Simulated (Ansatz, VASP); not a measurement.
# One calculation of Ga2PN, two programs

```xyz
4
Lattice="3.5304 0.0000 0.0000 0.0000 3.5304 0.0000 0.0000 0.0000 4.9684" Properties=species:S:1:pos:R:3 pbc="T T T"
N     0.0000    0.0000    0.0000
Ga    0.0000    1.7652    3.9348
Ga    1.7652    0.0000    1.0336
P     1.7652    1.7652    2.4842
```

Alike in both runs: task single point; functional PBE; k mesh 6 × 6 × 4; occupations fermi-dirac, width 0.02 eV; no spin polarisation.

```csv
,VASP,Ansatz
version,VASP 6.6.1,Ansatz 0.2.0
potentials or method,"VASP PAW PBE potentials, release 64 (N, Ga_d, P)","plane waves, PAW"
plane-wave cutoff (eV),520,420
valence electrons in the cell,36,36
```

Ansatz gave:

| Quantity | Value |
| --- | --- |
| pressure (GPa) | 3.6 |
| rms of the force components (eV/Å) | 0.037 |

What did VASP give for the same quantities?

Pressure (GPa): 3.5; rms of the force components (eV/Å): 0.022.
